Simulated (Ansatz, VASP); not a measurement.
One calculation of BN, two programs

```
B N
1.0
    -2.50399    0.00000    0.00000
    -1.25200   -2.16852    0.00000
     0.00000    0.00000   13.17240
B N
4 4
Cartesian
  -1.2520 -0.7228 11.6571
  -1.2520 -0.7228 4.9959
  -2.5040 -1.4457 1.6653
  -2.5040 -1.4457 8.3265
  -1.2520 -0.7228 1.6653
  -1.2520 -0.7228 8.3265
  -2.5040 -1.4457 11.6571
  -2.5040 -1.4457 4.9959
```

Alike in both runs: task single point; functional PBE; dispersion D3(BJ); k mesh 10 × 10 × 2; occupations gaussian, width 0.05 eV; no spin polarisation.

|  | VASP | Ansatz |
| --- | --- | --- |
| version | VASP 6.6.1 | Ansatz 0.2.0 |
| potentials or method | VASP PAW PBE potentials, release 64 (B, N), cutoff 520 eV | scalar-relativistic, plane waves, PAW |
| valence electrons in the cell | 32 | 32 |

```tsv
	VASP	Ansatz	Ansatz less VASP
gap on the k mesh at the Fermi level (eV)	4.21	4.22	+0.007
least direct gap on the mesh (eV)	4.65	4.66	+0.004
pressure (GPa)	0.8	0.8	-0.07
traceless stress, the component that is largest in VASP (GPa)	-0.78	-0.58	+0.198
rms of the force components (eV/Å)	0.013	0.013	0.0000
```

Atom by atom the forces differ by 0.000 eV/Å (rms over components).
